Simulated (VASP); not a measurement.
# AlN (F-43m) in VASP: further runs, part 2 of 3

VASP 6.6.1.

### 5 Relaxation of cell and atoms, LDA, target pressure 20 GPa, at which the enthalpy is minimised

This run uses another cell than the first one, of 10.42 Å³/atom, 1.063 times its volume.

INCAR reads:

```
SYSTEM = AlN
ALGO = Normal
EDIFF = 1E-7
EDIFFG = -0.001
ENCUT = 600
GGA_COMPAT = .FALSE.
IBRION = 2
ISIF = 3
ISMEAR = 0
LASPH = .TRUE.
LCHARG = .FALSE.
LREAL = .FALSE.
LWAVE = .FALSE.
NELM = 120
NELMIN = 4
NSW = 80
PREC = Accurate
PSTRESS = 200.0
SIGMA = 0.01
```

KPOINTS reads:

```
k-points
0
G
  7 7 7
  0 0 0
```

POSCAR reads:

```
AlN
1.0
    0.0000000000      2.1839940000      2.1839940000
    2.1839940000      0.0000000000      2.1839940000
    2.1839940000      2.1839940000      0.0000000000
Al N
1 1
Direct
    0.0000000000      0.0000000000      0.0000000000
    0.7500000000      0.7500000000      0.7500000000
```

Potentials or basis: VASP PAW LDA potentials, release 64 (Al, N).

Run with:

```sh
$ cat potpaw_LDA.64/Al/POTCAR potpaw_LDA.64/N/POTCAR > POTCAR
$ mpirun -np 1 vasp_std > vasp.out
```

OUTCAR:

```text
SYSTEM = AlN
   EDIFF = 1E-7
   EDIFFG = -0.001
   ENCUT = 600
   IBRION = 2
   ISIF = 3
   ISMEAR = 0
   LASPH = .TRUE.
   LREAL = .FALSE.
   NELM = 120
   NELMIN = 4
   NSW = 80
   PREC = Accurate
   PSTRESS = 200.0

 ion  position               nearest neighbor table
   1  0.000  0.000  0.000-   2 1.89   2 1.89   2 1.89   2 1.89
   2  0.750  0.750  0.750-   1 1.89   1 1.89   1 1.89   1 1.89

  LATTYP: Found a face centered cubic cell.
 ALAT       =     4.3679880000

  Lattice vectors:

 A1 = (   0.0000000000,   2.1839940000,   2.1839940000)
 A2 = (   2.1839940000,   0.0000000000,   2.1839940000)
 A3 = (   2.1839940000,   2.1839940000,   0.0000000000)

[... 174 lines left out ...]

  FORCE on cell =-STRESS in cart. coord.  units (eV):
  Direction    XX          YY          ZZ          XY          YZ          ZX
  --------------------------------------------------------------------------------------
  -------------------------------------------------------------------------------------
  Total       -0.4045867     -0.4045867     -0.4045867     -0.0000000     -0.0000000     -0.0000000
  in kB      -31.1127134    -31.1127134    -31.1127134     -0.0000000     -0.0000000     -0.0000000
  external PRESSURE =    -231.1127134 kB  Pullay stress =     200.0000000 kB
[... 215 lines left out ...]
--------------------------------------- Ionic step        7  -------------------------------------------

 number of electron       8.0000001 magnetization

 Free energy of the ion-electron system (eV)
  ---------------------------------------------------
  ext. energy  EPLUGINS =         0.00000000
  ---------------------------------------------------
  free energy    TOTEN  =       -16.28288529 eV

  energy without entropy =      -16.28288529  energy(sigma->0) =      -16.28288529

 E-fermi :   6.7574     XC(G=0): -11.6916

 val. band max:        6.6538354125   @ k =   0.0000   0.0000   0.0000
 cond. band min:      10.2450010688   @ k =   0.4286   0.4286   0.0000
 fundamental gap:      3.5911656564
 Fermi energy:         6.7574143101

 k-point     1 :       0.0000    0.0000    0.0000
  band No.  band energies     occupation
      1      -8.7506      2.00000
      2       6.6538      2.00000
      3       6.6538      2.00000
      4       6.6538      2.00000
      5      11.7737      0.00000
      6      19.9585      0.00000
      7      19.9585      0.00000
      8      19.9585      0.00000
[... 240 lines left out ...]
  energy  without entropy=      -16.2828852942  energy(sigma->0) =      -16.28288529

  enthalpy is  TOTEN    =       -13.9204082444 eV   P V=        2.3624770498

 reached required accuracy - stopping structural energy minimisation
```

OSZICAR:

```text
N       E                     dE             d eps       ncg     rms          rms(c)
DAV:   1     0.998467904331E+01    0.99847E+01   -0.46615E+03   344   0.960E+02
DAV:   2    -0.184717660390E+02   -0.28456E+02   -0.27819E+02   440   0.136E+02
DAV:   3    -0.189004235456E+02   -0.42866E+00   -0.42866E+00   368   0.212E+01
[... 55 lines left out ...]
DAV:   1    -0.162829608033E+02    0.42302E-02   -0.20272E-03   328   0.457E-01    0.594E-02
DAV:   2    -0.162828876867E+02    0.73117E-04   -0.40630E-04   320   0.141E-01    0.147E-02
DAV:   3    -0.162828861076E+02    0.15791E-05   -0.49647E-06   392   0.236E-02    0.508E-03
DAV:   4    -0.162828853840E+02    0.72365E-06   -0.27362E-07   336   0.428E-03    0.213E-03
DAV:   5    -0.162828852942E+02    0.89829E-07   -0.63829E-08   160   0.203E-03
   7 F= -.13920408E+02 E0= -.13920408E+02  d E =-.417697E-04
```

It took 35 s on 1 thread of Intel Xeon 8259CL, shared host; peak memory 0.14 GiB.

What came out:

- Free energy: -16.2829 eV
- Relaxed volume: 9.46 Å³/atom
- Relaxed cell: a = 2.991 Å, b = 2.991 Å, c = 2.991 Å, α = 60.00°, β = 60.00°, γ = 60.00°
- Space group after relaxing (to 0.05 Å): F-43m (No. 216)
- Energy change on relaxing (the enthalpy is what falls): +45.0 meV/atom
- Ionic steps: 7
- Pressure after relaxing: 20.0 GPa
- Band gap on the k mesh: 3.59 eV, indirect (least direct gap 5.12 eV)

The path:
```
step  energy change (eV)  largest force (eV/Å)  pressure (GPa)  volume (Å³)
   1              0.0000                0.0000           -3.11        20.83
   2              0.6824                0.0000           66.93        16.62
   3              0.0828                0.0000           19.11        18.99
   4              0.0892                0.0000           19.89        18.93
   5              0.0938                0.0000           20.45        18.90
   6              0.0858                0.0000           19.47        18.96
   7              0.0901                0.0000           20.00        18.93
```

Final structure:
```
CELL_PARAMETERS angstrom
0.00000 2.11514 2.11514
2.11514 0.00000 2.11514
2.11514 2.11514 0.00000
ATOMIC_POSITIONS crystal
Al 0.00000 0.00000 0.00000
N 0.75000 0.75000 0.75000
```

Caveat: the cell is relaxed towards a set pressure, so the enthalpy falls and the energy may rise. A k mesh can miss the band edges.

### 6 Relaxation of cell and atoms, LDA, target pressure 30 GPa, at which the enthalpy is minimised

This run uses another cell than the first one, of 10.42 Å³/atom, 1.063 times its volume.

Edit INCAR of step 5 so:

```diff
@@ -5,2 +5,3 @@
 ENCUT = 600
+GGA = CA
 GGA_COMPAT = .FALSE.
@@ -17,3 +18,3 @@
 PREC = Accurate
-PSTRESS = 200.0
+PSTRESS = 300.0
 SIGMA = 0.01
```

KPOINTS is that of step 5.

POSCAR is that of step 5.

Potentials or basis: VASP PAW LDA potentials, release 64 (Al, N).

Run with:

```sh
$ cat potpaw_LDA.64/Al/POTCAR potpaw_LDA.64/N/POTCAR > POTCAR
$ mpirun -np 1 vasp_std > vasp.out
```

OUTCAR:

```text
SYSTEM = AlN
   EDIFF = 1E-7
   EDIFFG = -0.001
   ENCUT = 600
   GGA = CA
   IBRION = 2
   ISIF = 3
   ISMEAR = 0
   LASPH = .TRUE.
   LREAL = .FALSE.
   NELM = 120
   NELMIN = 4
   NSW = 80
   PREC = Accurate
   PSTRESS = 300.0

 ion  position               nearest neighbor table
   1  0.000  0.000  0.000-   2 1.89   2 1.89   2 1.89   2 1.89
   2  0.750  0.750  0.750-   1 1.89   1 1.89   1 1.89   1 1.89

  LATTYP: Found a face centered cubic cell.
 ALAT       =     4.3679880000

  Lattice vectors:

 A1 = (   0.0000000000,   2.1839940000,   2.1839940000)
 A2 = (   2.1839940000,   0.0000000000,   2.1839940000)
 A3 = (   2.1839940000,   2.1839940000,   0.0000000000)

Analysis of symmetry for initial positions (statically):
=====================================================================
 Subroutine PRICEL returns:
 Original cell was already a primitive cell.

 Routine SETGRP: Setting up the symmetry group for a
 face centered cubic supercell.

 Subroutine GETGRP returns: Found 24 space group operations
 (whereof 24 operations were pure point group operations)
 out of a pool of 48 trial point group operations.
[... 143 lines left out ...]
 Gauss-broadening in eV      SIGMA  =   0.01
  energy-cutoff  :      600.00
  volume of cell :       20.83
 maximum number of plane-waves:       725
 NGX is ok and might be reduce to    28
   NGX = 13   NGY = 13   NGZ = 13

--------------------------------------- Ionic step        1  -------------------------------------------

 number of electron       8.0000000 magnetization

 Free energy of the ion-electron system (eV)
  ---------------------------------------------------
  ext. energy  EPLUGINS =         0.00000000
  ---------------------------------------------------
  free energy    TOTEN  =       -16.37297494 eV

  energy without entropy =      -16.37297494  energy(sigma->0) =      -16.37297494

------------------------ aborting loop because EDIFF is reached ----------------------------------------

  FORCE on cell =-STRESS in cart. coord.  units (eV):
  Direction    XX          YY          ZZ          XY          YZ          ZX
  --------------------------------------------------------------------------------------
  -------------------------------------------------------------------------------------
  Total       -0.4045867     -0.4045867     -0.4045867     -0.0000000     -0.0000000     -0.0000000
  in kB      -31.1127134    -31.1127134    -31.1127134     -0.0000000     -0.0000000     -0.0000000
  external PRESSURE =    -331.1127134 kB  Pullay stress =     300.0000000 kB
[... 215 lines left out ...]
--------------------------------------- Ionic step        7  -------------------------------------------

 number of electron       8.0000000 magnetization

 Free energy of the ion-electron system (eV)
  ---------------------------------------------------
  ext. energy  EPLUGINS =         0.00000000
  ---------------------------------------------------
  free energy    TOTEN  =       -16.18775565 eV

  energy without entropy =      -16.18775565  energy(sigma->0) =      -16.18775565

 E-fermi :   7.0785     XC(G=0): -11.8404

 val. band max:        6.9951236471   @ k =   0.0000   0.0000   0.0000
 cond. band min:      10.6062125151   @ k =   0.4286   0.4286   0.0000
 fundamental gap:      3.6110888680
 Fermi energy:         7.0785225440

 k-point     1 :       0.0000    0.0000    0.0000
  band No.  band energies     occupation
      1      -8.6172      2.00000
      2       6.9951      2.00000
      3       6.9951      2.00000
      4       6.9951      2.00000
      5      12.4318      0.00000
      6      20.6473      0.00000
      7      20.6473      0.00000
      8      20.6473      0.00000
[... 240 lines left out ...]
  energy  without entropy=      -16.1877556452  energy(sigma->0) =      -16.18775565

  enthalpy is  TOTEN    =       -12.7587705450 eV   P V=        3.4289851001

 reached required accuracy - stopping structural energy minimisation
```

It took 36 s on 1 thread of Intel Xeon 8259CL, shared host; peak memory 0.14 GiB.

What came out:

```yaml
Free_energy: -16.1878 eV
Relaxed_volume: 9.16 Å³/atom
Relaxed_cell: a = 2.959 Å, b = 2.959 Å, c = 2.959 Å, α = 60.00°, β = 60.00°, γ = 60.00°
Space_group_after_relaxing_to_0.05_Å: F-43m (No. 216)
Energy_change_on_relaxing_the_enthalpy_is_what_falls: +92.6 meV/atom
Ionic_steps: 7
Pressure_after_relaxing: 30.0 GPa
Band_gap_on_the_k_mesh: 3.61 eV, indirect (least direct gap 5.44 eV)
```

Step by step:
```
step  energy change (eV)  largest force (eV/Å)  pressure (GPa)  volume (Å³)
   1              0.0000                0.0000           -3.11        20.83
   2              1.6214                0.0000          121.52        14.99
   3              0.1608                0.0000           27.65        18.45
   4              0.1810                0.0000           29.60        18.34
   5              0.1899                0.0000           30.44        18.29
   6              0.1790                0.0000           29.41        18.35
   7              0.1852                0.0000           30.00        18.31
```

Final structure:
```xyz
2
Lattice="0.0000 2.0921 2.0921 2.0921 0.0000 2.0921 2.0921 2.0921 0.0000" Properties=species:S:1:pos:R:3 pbc="T T T"
Al    0.0000    0.0000    0.0000
N     3.1381    3.1381    3.1381
```

Caveat: the cell is relaxed towards a set pressure, so the enthalpy falls and the energy may rise. A k mesh can miss the band edges.

[end of part 2 of 3]
